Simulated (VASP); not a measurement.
# Ga (C2/c) in VASP: notebook

The runs below take Ga through electric field gradients, with PBE.

Everything below comes from runs of VASP 6.6.1. Logs are shortened: lines on timing, memory, paths and dates and some standing lists are left out, and cuts for length are marked.

## 1. The cell of the first run

Symmetry: C2/c, No. 15, monoclinic system. Conventional cell: a = 2.766 Å, b = 8.053 Å, c = 3.399 Å, α = 90.00°, β = 91.98°, γ = 90.00°. Ga (site symmetry 2) has 10 Ga at 2.71 to 3.40 Å within 3.6 Å.

## 2. Electric field gradients, PBE (zz strain of +2 %)

INCAR

```
ALGO = Normal
EDIFF = 1E-8
ENCUT = 520
GGA = PE
ISIF = 2
ISMEAR = -1
LASPH = True
LCHARG = False
LEFG = True
LREAL = False
LWAVE = False
NBANDS = 20
NELM = 100
PREC = Accurate
SIGMA = 0.03
```

KPOINTS

```
k-points
0
Gamma
  14 14 11
```

POSCAR

```
Ga
1.0
    1.3830000000     -4.0265000000      0.0000000000
    1.3830000000      4.0265000000      0.0000000000
   -0.1174500000      0.0000000000      3.3965286000
Ga
2
Direct
    0.8690000000      0.1310000000      0.2500000000
    0.1310000000      0.8690000000      0.7500000000
```

Potentials or basis: VASP PAW PBE potentials, release 64 (Ga_d).

Launch:

```
$ cat potpaw_PBE.64/Ga_d/POTCAR > POTCAR
$ mpirun -np 1 vasp_std > vasp.out
```

OUTCAR:

```text
EDIFF = 1E-8
   ENCUT = 520
   GGA = PE
   ISIF = 2
   ISMEAR = -1
   LASPH = True
   LREAL = False
   NELM = 100
   PREC = Accurate

 ion  position               nearest neighbor table
   1  0.869  0.131  0.250-   2 2.71   2 2.71   2 2.88   2 2.88
   2  0.131  0.869  0.750-   1 2.71   1 2.71   1 2.88   1 2.88

  LATTYP: Found a base centered monoclinic cell.
 ALAT       =     2.7660000000
 B/A-ratio  =     2.9114244396
 C/A-ratio  =     1.2286907700
 COS(beta)  =    -0.0345587678

  Lattice vectors:

 A1 = (   1.3830000000,  -4.0265000000,   0.0000000000)
 A2 = (   1.3830000000,   4.0265000000,   0.0000000000)
 A3 = (  -0.1174500000,   0.0000000000,   3.3965286000)

Analysis of symmetry for initial positions (statically):
=====================================================================
 Subroutine PRICEL returns:
 Original cell was already a primitive cell.

 Routine SETGRP: Setting up the symmetry group for a
 base centered monoclinic supercell.

 Subroutine GETGRP returns: Found  4 space group operations
 (whereof  2 operations were pure point group operations)
 out of a pool of  4 trial point group operations.

The static configuration has the point symmetry S_2 .
 The point group associated with its full space group is C_2h.

Analysis of symmetry for dynamics (positions and initial velocities):
=====================================================================
 Subroutine PRICEL returns:
 Original cell was already a primitive cell.

 Routine SETGRP: Setting up the symmetry group for a
 base centered monoclinic supercell.

 Subroutine GETGRP returns: Found  4 space group operations
 (whereof  2 operations were pure point group operations)
 out of a pool of  4 trial point group operations.

The dynamic configuration has the point symmetry S_2 .
 The point group associated with its full space group is C_2h.

 Subroutine INISYM returns: Found  4 space group operations
 (whereof  2 operations are pure point group operations),
 and found     1 'primitive' translations

----------------------------------------------------------------------------------------

                                     Primitive cell

  volume of cell :      37.8282

  direct lattice vectors                    reciprocal lattice vectors
     1.383000000 -4.026500000  0.000000000     0.361532899 -0.124177325  0.012501599
     1.383000000  4.026500000  0.000000000     0.361532899  0.124177325  0.012501599
    -0.117450000  0.000000000  3.396528600     0.000000000  0.000000000  0.294418248

  length of vectors
     4.257392541  4.257392541  3.398558670     0.382468738  0.382468738  0.294418248

  position of ions in fractional coordinates (direct lattice)
     0.869000000  0.131000000  0.250000000
     0.131000000  0.869000000  0.750000000

  ion indices of the primitive-cell ions
   primitive index   ion index
                 1           1
                 2           2

----------------------------------------------------------------------------------------

 KPOINTS: k-points

Automatic generation of k-mesh.
 Grid dimensions read from file:
 generate k-points for:   14   14   11

 Generating k-lattice:

  Cartesian coordinates                     Fractional coordinates (reciprocal lattice)
     0.025823779 -0.008869809  0.000892971     0.071428571 -0.000000000  0.000000000
     0.025823779  0.008869809  0.000892971    -0.000000000  0.071428571  0.000000000
     0.000000000  0.000000000  0.026765295     0.000000000  0.000000000  0.090909091

  Length of vectors
     0.027319196  0.027319196  0.026765295

  Shift w.r.t. Gamma in fractional coordinates (k-lattice)
     0.000000000  0.000000000  0.000000000

 Subroutine IBZKPT returns following result:
 ===========================================

 Found    582 irreducible k-points:

 Following reciprocal coordinates:
            Coordinates               Weight
  0.000000  0.000000  0.000000      1.000000
  0.071429 -0.000000  0.000000      4.000000
  0.142857  0.000000  0.000000      4.000000
  0.214286  0.000000  0.000000      4.000000
  0.285714 -0.000000  0.000000      4.000000
  0.357143  0.000000  0.000000      4.000000
[... 16 lines left out ...]
  0.214286  0.142857  0.000000      4.000000
  0.285714  0.142857  0.000000      4.000000
 [... further k-points ...]
   k-points           NKPTS =    582   k-points in BZ     NKDIM =    582   number of bands    NBANDS=     20
   number of dos      NEDOS =    301   number of ions     NIONS =      2
   total plane-waves  NPLWV =  28672
   dimension x,y,z NGX =    32 NGY =   32 NGZ =   28
   dimension x,y,z NGXF=    64 NGYF=   64 NGZF=   56
   ions per type =               2
   NGX,Y,Z   is equivalent  to a cutoff of  12.50, 12.50, 13.70 a.u.
   NGXF,Y,Z  is equivalent  to a cutoff of  24.99, 24.99, 27.39 a.u.
 SYSTEM =  unknown system
   PREC   = accura    normal or accurate (medium, high low for compatibility)
   ISTART =      0    job   : 0-new  1-cont  2-samecut
   ICHARG =      2    charge: 1-file 2-atom 10-const
   ISPIN  =      1    spin polarized calculation?
   LNONCOLLINEAR =      F non collinear calculations
   LSORBIT =      F    spin-orbit coupling
   LASPH  =      T    aspherical Exc in radial PAW
   ENCUT  =  520.0 eV  38.22 Ry    6.18 a.u.   7.92  7.92  6.32*2*pi/ulx,y,z
   NELM   =    100;   NELMIN=  2; NELMDL= -5     # of ELM steps
   EDIFF  = 0.1E-07   stopping-criterion for ELM
   LREAL  =      F    real-space projection
   EDIFFG = 0.1E-06   stopping-criterion for IOM
   NSW    =      0    number of steps for IOM
   IBRION =     -1    ionic relax: 0-MD 1-quasi-New 2-CG
   NFREE  =      0    steps in history (QN), initial steepest desc. (CG)
   ISIF   =      2    stress and relaxation
   ISYM   =      2    0-nonsym 1-usesym 2-fastsym
   POTIM  = 0.5000    time-step for ionic-motion
   TEBEG  =    0.0;   TEEND  =   0.0 temperature during run
   PSTRESS=    0.0 pullay stress
   NELECT =      26.0000    total number of electrons
   NUPDOWN=      -1.0000    fix difference up-down
   EMIN   =  10.00;   EMAX   =-10.00  energy-range for DOS
   EFERMI =   0.00;   METHOD = LEGACY
   ISMEAR =    -1;   SIGMA  =   0.03  broadening in eV -4-tet -1-fermi 0-gaus
   EFERMI_NEDOS =   21; number of points for ismear=-14 and -15
   IALGO  =     38    algorithm
   IMIX   =      4    mixing-type and parameters
     AMIX     =   0.40;   BMIX     =  1.00
     AMIX_MAG =   1.60;   BMIX_MAG =  1.00
  volume/ion in A,a.u.               =      18.91       127.64
  Fermi-wavevector in a.u.,A,eV,Ry     =   1.444755  2.730191 28.399675  2.087317
  Thomas-Fermi vector in A             =   2.563014
   LORBIT       =      0    0 simple, 1 ext, 2 COOP (PROOUT), +10 PAW based schemes
   GGA     = PE    functional components
   LHFCALC =     F    Hartree Fock is set to
   AEXX    =    0.0000 exact exchange contribution
   IVDW    =     0    specifies the selected vdW correction
   LEPSILON=     F    determine dielectric tensor
   LRPA    =     F    only Hartree local field effects (RPA)
 non-spin polarized calculation
  energy-cutoff  :      520.00
  volume of cell :       37.83
 maximum number of plane-waves:      1044
   NGX = 15   NGY = 15   NGZ = 13

 number of electron      26.0000001 magnetization

 Free energy of the ion-electron system (eV)
  ---------------------------------------------------
  ext. energy  EPLUGINS =         0.00000000
  ---------------------------------------------------
  free energy    TOTEN  =        -5.77526574 eV

  energy without entropy =       -5.77329089  energy(sigma->0) =       -5.77427831

 E-fermi :   5.4734     XC(G=0): -10.9580

 val. band max:        5.4679518651   @ k =   0.2857   0.1429   0.3636
 cond. band min:       5.4735821968   @ k =  -0.4286   0.1429  -0.0000
 fundamental gap:      0.0056303317
 Fermi energy:         5.4733575073

 k-point     1 :       0.0000    0.0000    0.0000
  band No.  band energies     occupation
      1      -9.6720      2.00000
      2      -9.6577      2.00000
      3      -9.6316      2.00000
      4      -9.6046      2.00000
      5      -9.3374      2.00000
      6      -9.3332      2.00000
[... 12 lines left out ...]
     19      15.9876      0.00000
     20      18.5983      0.00000
[... 507 lines left out ...]
 k-point    24 :       0.2857    0.1429    0.0000
  band No.  band energies     occupation
      1      -9.6250      2.00000
      2      -9.5714      2.00000
      3      -9.5361      2.00000
      4      -9.4886      2.00000
      5      -9.4511      2.00000
      6      -9.4232      2.00000
[... 12 lines left out ...]
     19      16.4547      0.00000
     20      17.4958      0.00000

 [... further k-points ...]

------------------------ aborting loop because EDIFF is reached ----------------------------------------

  FORCE on cell =-STRESS in cart. coord.  units (eV):
  Direction    XX          YY          ZZ          XY          YZ          ZX
  --------------------------------------------------------------------------------------
  -------------------------------------------------------------------------------------
  Total        0.2647415      0.3233694     -0.0268288      0.0000000      0.0000000      0.0239722
  in kB       11.2128856     13.6960179     -1.1363100      0.0000000      0.0000000      1.0153223
  external PRESSURE =       7.9241978 kB  Pullay stress =       0.0000000 kB

 VOLUME and BASIS-vectors are now :
 -----------------------------------------------------------------------------
  energy-cutoff  :      520.00
  volume of cell :       37.83
      direct lattice vectors                 reciprocal lattice vectors
     1.383000000 -4.026500000  0.000000000     0.361532899 -0.124177325  0.012501599
     1.383000000  4.026500000  0.000000000     0.361532899  0.124177325  0.012501599
    -0.117450000  0.000000000  3.396528600     0.000000000  0.000000000  0.294418248

 POSITION                                       TOTAL-FORCE (eV/Angst)
 -----------------------------------------------------------------------------------
      1.35364     -2.97156      0.84913        -0.000000      0.154206      0.000000
      1.29491      2.97156      2.54740         0.000000     -0.154206     -0.000000
 -----------------------------------------------------------------------------------
    total drift:                                0.000000      0.000000     -0.000000

  FREE ENERGIE OF THE ION-ELECTRON SYSTEM (eV)
  ---------------------------------------------------
  free  energy   TOTEN  =        -5.7752657372 eV

  energy  without entropy=       -5.7732908900  energy(sigma->0) =       -5.77427831

 Electric field gradients (V/A^2)
---------------------------------------------------------------------
 ion       V_xx      V_yy      V_zz      V_xy      V_xz      V_yz
---------------------------------------------------------------------
   1      -8.100   -17.462    25.563     0.000    -2.861     0.000
   2      -8.100   -17.462    25.563     0.000    -2.861     0.000
---------------------------------------------------------------------

 Electric field gradients after diagonalization (V/A^2)
 (convention: |V_zz| > |V_xx| > |V_yy|)
----------------------------------------------------------------------
 ion       V_xx      V_yy      V_zz     asymmetry (V_yy - V_xx)/ V_zz
----------------------------------------------------------------------
   1     -17.462    -8.342    25.804       0.353
   2     -17.462    -8.342    25.804       0.353
----------------------------------------------------------------------

           NMR quadrupolar parameters

 Cq : quadrupolar parameter    Cq=e*Q*V_zz/h
 eta: asymmetry parameters     (V_yy - V_xx)/ V_zz
 Q  : nuclear electric quadrupole moment in mb (millibarn)
----------------------------------------------------------------------
 ion       Cq(MHz)       eta       Q (mb)
----------------------------------------------------------------------
   1       0.062       0.353       1.000
   2       0.062       0.353       1.000
----------------------------------------------------------------------
```

It took 4 min on 1 thread of Intel Xeon 6975P-C (Granite Rapids), shared host; peak memory 0.44 GiB.

Results:

- Free energy: -5.7753 eV
- Pressure: 0.8 GPa
- Largest force: 0.154 eV/Å
- Band gap on the k mesh: zero (bands 13 and 14 overlap by 7.85 eV)
- Largest electric field gradient by atom: Ga +25.8 V/Å²

Forces in eV/Å, atoms in the order of the input:
```
Ga   0.000  0.154  0.000
Ga   0.000 -0.154  0.000
```

Stress tensor (GPa, compression positive):
```
 1.12  0.00  0.10
 0.00  1.37  0.00
 0.10  0.00 -0.11
```

Electric field gradients, principal values (V/Å²):
```tsv
atom	least	middle	greatest (by size)
1 Ga	-8.342	-17.462	25.804
2 Ga	-8.342	-17.462	25.804
```

Caveat: the cell differs from its parent crystal (zz strain of +2 %); without QUAD_EFG the Cq values of the log hold for a quadrupole moment of 1 mb, not for the nuclei.

[end of part 1 of 2]
